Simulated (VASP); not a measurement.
# Al14CN16 (a cell with a defect) (C_Al-V_Al) in VASP: notebook

Aim: see how the results for Al14CN16 (a cell with a defect) (C_Al-V_Al) move with the level of theory and the settings. Levels: PBE, r2SCAN. Tasks: single point.

Everything below comes from runs of VASP 6.6.1. Logs are shortened: lines on timing, memory, paths and dates and some standing lists are left out, and cuts for length are marked.

## Step 1: The cell of the first run

The cell holds a defect, 31 atoms: a = 6.260 Å, b = 6.260 Å, c = 10.035 Å, α = 90.00°, β = 90.00°, γ = 120.00°.

## Step 2: Single point, PBE

The input, INCAR:

```
SYSTEM = Al14CN16
PREC = Accurate ; ENCUT = 520
EDIFF = 1E-6 ; ISMEAR = 0
SIGMA = 0.01 ; LREAL = Auto
LASPH = .TRUE. ; NELM = 100
ALGO = Normal ; ISIF = 2
LWAVE = .FALSE. ; LCHARG = .FALSE.
GGA = PE ; NBANDS = 84
```

The input, KPOINTS:

```
Automatic mesh
0
Gamma
  1 1 1
  0.25 0.25 0.25
```

The input, POSCAR:

```
Al14CN16
1.0
    6.2595139128      0.0000000578      0.0000000000
   -3.1297570064      5.4208980350      0.0000000000
    0.0000000000      0.0000000000     10.0348065929
C N Al
1 16 14
Direct
    0.3823825994      0.1199386155      0.2685037601
    0.3605146670      0.1424766871      0.3979204342
    0.1335468361      0.3672938698      0.1840192285
    0.3235940051      0.1769952728      0.9390290298
    0.1621860257      0.3396772200      0.6978210234
    0.3768626355      0.7125697117      0.4393347468
    0.2134180101      0.8896618181      0.1996394099
    0.3320834333      0.6794904945      0.9388218871
    0.1688847562      0.8419035705      0.6861224325
    0.7866484691      0.1240315608      0.4386110710
    0.6113741358      0.2893782325      0.1993267911
    0.8211301763      0.1688314372      0.9391617238
    0.6602594813      0.3331513289      0.6861361497
    0.8436130978      0.6594592316      0.4386581007
    0.6735903041      0.8273343064      0.1865331071
    0.8353908626      0.6654401091      0.9488850342
    0.6718905099      0.8304681522      0.6980000285
    0.3271379955      0.1746431093      0.7478300424
    0.1566682713      0.3445712214      1.0015212876
    0.3455787301      0.6670371873      0.2539645839
    0.1739315268      0.8332621319      0.4972424283
    0.3325631498      0.6719791940      0.7470278738
    0.1766210687      0.8505470185      1.0037885897
    0.8330939836      0.1556868905      0.2535375397
    0.6692516865      0.3289657688      0.4972167384
    0.8299511945      0.1694872188      0.7473616056
    0.6501440690      0.3246216817      1.0037268766
    0.8353022548      0.6668624758      0.2526857214
    0.6820108570      0.8204790709      0.5117515357
    0.8367203926      0.6652909792      0.7552369396
    0.6658372316      0.8351821146      0.9980453028
```

Potentials or basis: VASP PAW PBE potentials, release 64 (C, N, Al).

On the command line:

```bash
> cat potpaw_PBE.64/C/POTCAR potpaw_PBE.64/N/POTCAR potpaw_PBE.64/Al/POTCAR > POTCAR
> mpirun -np 1 vasp_std > vasp.out
```

OUTCAR:

```text
SYSTEM = Al14CN16
   PREC = Accurate
   ENCUT = 520
   EDIFF = 1E-6
   ISMEAR = 0
   LREAL = Auto
   LASPH = .TRUE.
   NELM = 100
   ISIF = 2
   GGA = PE

 ion  position               nearest neighbor table
   1  0.382  0.120  0.269-   2 1.32  11 1.46   7 1.47
   2  0.361  0.142  0.398-   1 1.32  25 1.96  21 1.96
   3  0.134  0.367  0.184-  20 1.81  24 1.81  19 1.85
   4  0.324  0.177  0.939-  23 1.89  27 1.89  19 1.92  18 1.92
   5  0.162  0.340  0.698-  18 1.86  22 1.87  26 1.87
   6  0.377  0.713  0.439-  29 1.83  21 1.87  20 1.88
   7  0.213  0.890  0.200-   1 1.47  23 1.98  20 2.02  28 2.13
   8  0.332  0.679  0.939-  23 1.89  31 1.91  19 1.92  22 1.93
   9  0.169  0.842  0.686-  21 1.90  18 1.91  22 1.91  30 1.93
  10  0.787  0.124  0.439-  29 1.83  25 1.86  24 1.87
  11  0.611  0.289  0.199-   1 1.46  27 1.98  24 2.02  28 2.13
  12  0.821  0.169  0.939-  27 1.89  31 1.90  19 1.92  26 1.93
  13  0.660  0.333  0.686-  25 1.90  26 1.91  18 1.91  30 1.93
  14  0.844  0.659  0.439-  28 1.87  21 1.89  25 1.89  29 1.90
  15  0.674  0.827  0.187-  28 1.87  31 1.89  20 1.90  24 1.90
  16  0.835  0.665  0.949-  31 1.90  27 1.93  23 1.93  30 1.94
  17  0.672  0.830  0.698-  29 1.87  30 1.88  26 1.90  22 1.91
[... 6 lines left out ...]
  21  0.174  0.833  0.497-   6 1.87  14 1.89   9 1.90   2 1.96  29 3.04  22 3.05  20 3.05  28 3.06
                            25 3.10  18 3.12  25 3.16  30 3.17  29 3.22
  22  0.333  0.672  0.747-   5 1.87  17 1.91   9 1.91   8 1.93  29 3.03  21 3.05  30 3.08  18 3.10
                            31 3.10  19 3.11  26 3.11  26 3.15  23 3.15  18 3.16  30 3.18
  23  0.177  0.851  0.004-   8 1.89   4 1.89  16 1.93   7 1.98  27 2.97  30 3.10  19 3.11  28 3.11
                            31 3.11  18 3.11  31 3.15  22 3.15  20 3.16  19 3.16  27 3.29
  24  0.833  0.156  0.254-   3 1.81  10 1.87  15 1.90  11 2.02  25 3.05  20 3.06  28 3.07  19 3.08
                            31 3.10  27 3.15  29 3.17  28 3.19  20 3.20
  25  0.669  0.329  0.497-  10 1.86  14 1.89  13 1.90   2 1.96  29 3.04  26 3.05  24 3.05  28 3.06
                            21 3.10  18 3.13  21 3.16  30 3.17  29 3.23
  26  0.830  0.169  0.747-   5 1.87  17 1.90  13 1.91  12 1.93  29 3.03  25 3.05  30 3.08  18 3.10
                            31 3.10  19 3.11  22 3.11  22 3.15  27 3.15  18 3.16  30 3.18
  27  0.650  0.325  0.004-  12 1.89   4 1.89  16 1.93  11 1.98  23 2.97  30 3.10  18 3.11  19 3.11
                            28 3.11  31 3.11  31 3.15  26 3.15  24 3.15  19 3.15  23 3.29
  28  0.835  0.667  0.253-  14 1.87  15 1.87  11 2.13   7 2.13  25 3.06  21 3.06  20 3.07  24 3.07
                            29 3.09  23 3.11  27 3.11  31 3.14  24 3.19  20 3.19
  29  0.682  0.820  0.512-  10 1.83   6 1.83  17 1.87  14 1.90  30 2.97  22 3.03  26 3.03  25 3.04
                            21 3.04  28 3.09  20 3.17  24 3.17  21 3.22  25 3.23
  30  0.837  0.665  0.755-  17 1.88  13 1.93   9 1.93  16 1.94  29 2.97  31 3.06  26 3.08  22 3.08
                            23 3.10  27 3.10  18 3.13  18 3.13  25 3.17  21 3.17  22 3.18  26 3.18
  31  0.666  0.835  0.998-  15 1.89  12 1.90  16 1.90   8 1.91  30 3.06  24 3.10  22 3.10  20 3.10
                            26 3.10  23 3.11  27 3.11  19 3.13  19 3.13  28 3.14  27 3.15  23 3.15

  LATTYP: Found a hexagonal cell.
 ALAT       =     6.2595139128
 C/A-ratio  =     1.6031287306

  Lattice vectors:

 A1 = (   6.2595139128,   0.0000000578,   0.0000000000)
 A2 = (  -3.1297570064,   5.4208980350,   0.0000000000)
 A3 = (   0.0000000000,   0.0000000000,  10.0348065929)

Analysis of symmetry for initial positions (statically):
=====================================================================
 Subroutine PRICEL returns:
 Original cell was already a primitive cell.

 Routine SETGRP: Setting up the symmetry group for a
 hexagonal supercell.

 Subroutine GETGRP returns: Found  1 space group operations
 (whereof  1 operations were pure point group operations)
 out of a pool of 24 trial point group operations.

The static configuration has the point symmetry C_1 .

Analysis of symmetry for dynamics (positions and initial velocities):
=====================================================================
 Subroutine PRICEL returns:
 Original cell was already a primitive cell.

 Routine SETGRP: Setting up the symmetry group for a
 hexagonal supercell.

 Subroutine GETGRP returns: Found  1 space group operations
 (whereof  1 operations were pure point group operations)
 out of a pool of 24 trial point group operations.

The dynamic configuration has the point symmetry C_1 .

 Subroutine INISYM returns: Found  1 space group operations
 (whereof  1 operations are pure point group operations),
 and found     1 'primitive' translations

----------------------------------------------------------------------------------------

                                     Primitive cell

  volume of cell :     340.5029

  direct lattice vectors                    reciprocal lattice vectors
     6.259513913  0.000000058  0.000000000     0.159756813  0.092235641  0.000000000
    -3.129757006  5.420898035  0.000000000    -0.000000002  0.184471279  0.000000000
     0.000000000  0.000000000 10.034806593     0.000000000  0.000000000  0.099653141

  length of vectors
     6.259513913  6.259513913 10.034806593     0.184471279  0.184471279  0.099653141

  position of ions in fractional coordinates (direct lattice)
     0.382382599  0.119938615  0.268503760
     0.360514667  0.142476687  0.397920434
     0.133546836  0.367293870  0.184019228
     0.323594005  0.176995273  0.939029030
     0.162186026  0.339677220  0.697821023
     0.376862635  0.712569712  0.439334747
[... 23 lines left out ...]
     0.836720393  0.665290979  0.755236940
     0.665837232  0.835182115  0.998045303

  ion indices of the primitive-cell ions
   primitive index   ion index
                 1           1
                 2           2
                 3           3
                 4           4
                 5           5
                 6           6
[... 23 lines left out ...]
                30          30
                31          31

----------------------------------------------------------------------------------------

 KPOINTS: Automatic mesh

Automatic generation of k-mesh.
 Grid dimensions read from file:
 generate k-points for:    1    1    1

 Generating k-lattice:

  Cartesian coordinates                     Fractional coordinates (reciprocal lattice)
     0.159756813  0.092235641  0.000000000     1.000000000 -0.000000000  0.000000000
    -0.000000002  0.184471279  0.000000000     0.000000000  1.000000000  0.000000000
     0.000000000  0.000000000  0.099653141     0.000000000  0.000000000  1.000000000

  Length of vectors
     0.184471279  0.184471279  0.099653141

  Shift w.r.t. Gamma in fractional coordinates (k-lattice)
     0.250000000  0.250000000  0.250000000

 Subroutine IBZKPT returns following result:
 ===========================================

 Found      6 irreducible k-points:

 Following reciprocal coordinates:
            Coordinates               Weight
  0.250000  0.250000  0.250000      2.000000
 -0.250000  0.500000  0.250000      2.000000
  0.500000  0.250000  0.250000      2.000000
 -0.250000 -0.250000  0.250000      2.000000
  0.250000  0.500000  0.250000      2.000000
  0.500000 -0.250000  0.250000      2.000000
   k-points           NKPTS =      6   k-points in BZ     NKDIM =      6   number of bands    NBANDS=     84
   number of dos      NEDOS =    301   number of ions     NIONS =     31
   total plane-waves  NPLWV = 184320
   dimension x,y,z NGX =    48 NGY =   48 NGZ =   80
   dimension x,y,z NGXF=    96 NGYF=   96 NGZF=  160
   ions per type =               1  16  14
   NGX,Y,Z   is equivalent  to a cutoff of  12.75, 12.75, 13.25 a.u.
   NGXF,Y,Z  is equivalent  to a cutoff of  25.50, 25.50, 26.51 a.u.
 SYSTEM =  Al14CN16
   PREC   = accura    normal or accurate (medium, high low for compatibility)
   ISTART =      0    job   : 0-new  1-cont  2-samecut
   ICHARG =      2    charge: 1-file 2-atom 10-const
   ISPIN  =      1    spin polarized calculation?
   LNONCOLLINEAR =      F non collinear calculations
   LSORBIT =      F    spin-orbit coupling
   LASPH  =      T    aspherical Exc in radial PAW
   ENCUT  =  520.0 eV  38.22 Ry    6.18 a.u.  11.64 11.64 18.66*2*pi/ulx,y,z
   NELM   =    100;   NELMIN=  2; NELMDL= -5     # of ELM steps
   EDIFF  = 0.1E-05   stopping-criterion for ELM
   LREAL  =      T    real-space projection
   EDIFFG = 0.1E-04   stopping-criterion for IOM
   NSW    =      0    number of steps for IOM
   IBRION =     -1    ionic relax: 0-MD 1-quasi-New 2-CG
   NFREE  =      0    steps in history (QN), initial steepest desc. (CG)
   ISIF   =      2    stress and relaxation
   ISYM   =      2    0-nonsym 1-usesym 2-fastsym
   POTIM  = 0.5000    time-step for ionic-motion
   TEBEG  =    0.0;   TEEND  =   0.0 temperature during run
   PSTRESS=    0.0 pullay stress
   NELECT =     126.0000    total number of electrons
   NUPDOWN=      -1.0000    fix difference up-down
   EMIN   =  10.00;   EMAX   =-10.00  energy-range for DOS
   EFERMI =   0.00;   METHOD = LEGACY
   ISMEAR =     0;   SIGMA  =   0.01  broadening in eV -4-tet -1-fermi 0-gaus
   EFERMI_NEDOS =   21; number of points for ismear=-14 and -15
   IALGO  =     38    algorithm
   IMIX   =      4    mixing-type and parameters
     AMIX     =   0.40;   BMIX     =  1.00
     AMIX_MAG =   1.60;   BMIX_MAG =  1.00
  volume/ion in A,a.u.               =      10.98        74.12
  Fermi-wavevector in a.u.,A,eV,Ry     =   1.175325  2.221043 18.794944  1.381389
  Thomas-Fermi vector in A             =   2.311708
   LORBIT       =      0    0 simple, 1 ext, 2 COOP (PROOUT), +10 PAW based schemes
   GGA     = PE    functional components
   LHFCALC =     F    Hartree Fock is set to
   AEXX    =    0.0000 exact exchange contribution
   IVDW    =     0    specifies the selected vdW correction
   LEPSILON=     F    determine dielectric tensor
   LRPA    =     F    only Hartree local field effects (RPA)
 non-spin polarized calculation
 Gauss-broadening in eV      SIGMA  =   0.01
  energy-cutoff  :      520.00
  volume of cell :      340.50
 maximum number of plane-waves:      9148
 NGX is ok and might be reduce to    48
   NGX = 23   NGY = 23   NGZ = 37

 number of electron     126.0000003 magnetization

 Free energy of the ion-electron system (eV)
  ---------------------------------------------------
  ext. energy  EPLUGINS =         0.00000000
  ---------------------------------------------------
  free energy    TOTEN  =      -229.48857620 eV

  energy without entropy =     -229.48857620  energy(sigma->0) =     -229.48857620

 E-fermi :   5.7423     XC(G=0): -10.5574

 val. band max:        5.6139384196   @ k =   0.2500   0.2500   0.2500
 cond. band min:       5.8444863775   @ k =  -0.2500  -0.2500   0.2500
 fundamental gap:      0.2305479580
 Fermi energy:         5.7423192949

 k-point     1 :       0.2500    0.2500    0.2500
  band No.  band energies     occupation
      1     -12.6210      2.00000
      2      -9.4799      2.00000
      3      -9.3414      2.00000
      4      -9.0454      2.00000
      5      -8.7468      2.00000
      6      -8.5840      2.00000
[... 457 lines left out ...]
     74      11.9957      0.00000
     75      12.0392      0.00000
 [bands above 75 left out]

------------------------ aborting loop because EDIFF is reached ----------------------------------------

  FORCE on cell =-STRESS in cart. coord.  units (eV):
  Direction    XX          YY          ZZ          XY          YZ          ZX
  --------------------------------------------------------------------------------------
  -------------------------------------------------------------------------------------
  Total       -2.3193334     -9.7502361     -1.8907098     -6.4529562     -0.1898190      0.4496157
  in kB      -10.9132199    -45.8780404     -8.8964059    -30.3632630     -0.8931601      2.1155886
  external PRESSURE =     -21.8958887 kB  Pullay stress =       0.0000000 kB

 VOLUME and BASIS-vectors are now :
 -----------------------------------------------------------------------------
  energy-cutoff  :      520.00
  volume of cell :      340.50
      direct lattice vectors                 reciprocal lattice vectors
     6.259513913  0.000000058  0.000000000     0.159756813  0.092235641  0.000000000
    -3.129757006  5.420898035  0.000000000    -0.000000002  0.184471279  0.000000000
     0.000000000  0.000000000 10.034806593     0.000000000  0.000000000  0.099653141

 POSITION                                       TOTAL-FORCE (eV/Angst)
 -----------------------------------------------------------------------------------
      2.01815      0.65018      2.69438        -0.030594     -0.007660     -0.234506
      1.81073      0.77235      3.99305         0.102808     -0.099155      0.273129
     -0.31360      1.99106      1.84660        -0.202416      0.107400      0.113830
      1.47159      0.95947      9.42297         0.133926     -0.066178     -0.004898
     -0.04790      1.84136      7.00250        -0.183999      0.104797      0.033362
      0.12881      3.86277      4.40864        -0.075414     -0.163982     -0.136226
[... 23 lines left out ...]
      3.15526      3.60647      7.57866         0.144212     -0.083747     -0.008156
      1.55390      4.52744     10.01519        -0.145271      0.071327     -0.046591
 -----------------------------------------------------------------------------------
    total drift:                                0.001591     -0.001366     -0.002579

  FREE ENERGIE OF THE ION-ELECTRON SYSTEM (eV)
  ---------------------------------------------------
  free  energy   TOTEN  =      -229.4885762040 eV

  energy  without entropy=     -229.4885762040  energy(sigma->0) =     -229.48857620
```

Wall time 4.2 min (1 thread of Intel Xeon 6975P-C (Granite Rapids), shared host); peak memory 0.47 GiB.

What came out:

```
Free energy            : -229.4886 eV
Pressure               : -2.2 GPa
Largest force          : 0.351 eV/Å
Band gap on the k mesh : 0.23 eV
```

Forces in eV/Å, atoms in the order of the input:
```
C   -0.031 -0.008 -0.235
N    0.103 -0.099  0.273
N   -0.202  0.107  0.114
N    0.134 -0.066 -0.005
N   -0.184  0.105  0.033
N   -0.075 -0.164 -0.136
N   -0.288 -0.199 -0.009
N    0.166 -0.089  0.058
N   -0.144  0.045  0.033
N    0.155  0.176 -0.111
N    0.094  0.315 -0.001
N    0.183 -0.073  0.031
N   -0.130  0.105  0.033
N    0.047 -0.052  0.019
N   -0.018  0.025  0.100
N    0.215 -0.099  0.020
N   -0.124  0.064 -0.164
Al   0.066 -0.031  0.036
Al  -0.142  0.059 -0.086
Al   0.047 -0.085 -0.085
Al  -0.095  0.143 -0.006
Al   0.085 -0.137  0.044
Al  -0.095  0.053  0.029
Al   0.121  0.007 -0.117
Al  -0.188  0.026  0.013
Al   0.161 -0.009  0.041
Al  -0.087  0.051  0.022
Al   0.130 -0.069 -0.072
Al   0.099 -0.087  0.179
Al   0.144 -0.084 -0.008
Al  -0.145  0.071 -0.047
```

Levels at points of the mesh, in eV from the valence-band top:
| k point | band 61 | band 62 | band 63 | band 64 | band 65 | band 66 |
| --- | --- | --- | --- | --- | --- | --- |
| (0.25, 0.25, 0.25) | -0.76 | -0.48 | 0.00 | 0.23 | 3.62 | 4.60 |

Caveat: the k points lie up to 1.16 Å⁻¹ apart.

## Step 3: Single point, r2SCAN

POSCAR is that of step 2.

The input, INCAR.step1:

```
SYSTEM = Al14CN16
ALGO = Normal ; EDIFF = 1E-4
ENCUT = 520 ; GGA = PE
ISMEAR = -1 ; LASPH = .TRUE.
LCHARG = .FALSE. ; LREAL = Auto
LWAVE = .TRUE. ; NBANDS = 84
NELM = 80 ; PREC = Accurate
SIGMA = 0.01
```

The input, INCAR.step2:

```
SYSTEM = Al14CN16
ALGO = Normal ; EDIFF = 1E-6
ENCUT = 520 ; ISIF = 2
ISMEAR = -1 ; ISTART = 1
LASPH = .TRUE. ; LCHARG = .FALSE.
LMIXTAU = .TRUE. ; LREAL = Auto
LWAVE = .FALSE. ; METAGGA = R2SCAN
NBANDS = 84 ; NELM = 80
PREC = Accurate ; SIGMA = 0.01
```

KPOINTS is that of step 2.

Potentials or basis: VASP PAW PBE potentials, release 64 (C, N, Al).

On the command line:

```bash
> cat potpaw_PBE.64/C/POTCAR potpaw_PBE.64/N/POTCAR potpaw_PBE.64/Al/POTCAR > POTCAR
> cp INCAR.step1 INCAR
> mpirun -np 1 vasp_std > vasp.out
> cp INCAR.step2 INCAR
> mpirun -np 1 vasp_std > vasp.out
```

Run time: 9.9 min. Hardware: 1 thread of Intel Xeon 6975P-C (Granite Rapids), shared host; peak memory 0.53 GiB.

The run converged. Its results:

* Free energy: -291.8911 eV
* Pressure: -6.7 GPa
* Largest force: 0.432 eV/Å
* Band gap on the k mesh: 0.30 eV

Forces in eV/Å, atoms in the order of the input:
```
C   -0.002 -0.022 -0.042
N    0.220 -0.170  0.169
N   -0.320  0.175  0.107
N    0.189 -0.096  0.016
N   -0.190  0.108  0.205
N   -0.027  0.009 -0.180
N   -0.267 -0.337 -0.038
N    0.173 -0.071  0.067
N   -0.128  0.033  0.022
N    0.037  0.050 -0.152
N    0.228  0.360 -0.030
N    0.172 -0.086  0.036
N   -0.112  0.099  0.023
N    0.055 -0.059 -0.004
N   -0.027  0.031  0.153
N    0.209 -0.095  0.017
N   -0.122  0.063 -0.245
Al   0.037 -0.016  0.021
Al  -0.158  0.068 -0.043
Al   0.080 -0.135 -0.155
Al  -0.124  0.151  0.013
Al   0.095 -0.174  0.084
Al  -0.081  0.100 -0.051
Al   0.182  0.003 -0.186
Al  -0.209  0.043  0.031
Al   0.198 -0.001  0.076
Al  -0.120  0.015 -0.056
Al  -0.004  0.008  0.028
Al   0.067 -0.070  0.187
Al   0.108 -0.063 -0.042
Al  -0.160  0.080 -0.032
```

Stress tensor (GPa, compression positive):
```
-5.42 -3.32  0.29
-3.32 -9.26 -0.13
 0.29 -0.13 -5.47
```

Levels at points of the mesh, in eV from the valence-band top:
| k point | band 61 | band 62 | band 63 | band 64 | band 65 | band 66 |
| --- | --- | --- | --- | --- | --- | --- |
| (0.25, 0.25, 0.25) | -0.79 | -0.47 | 0.00 | 0.30 | 4.03 | 5.19 |

Caveat: the k points lie up to 1.16 Å⁻¹ apart; the PAW data sets were made with another functional, which shifts forces and pressure a little.
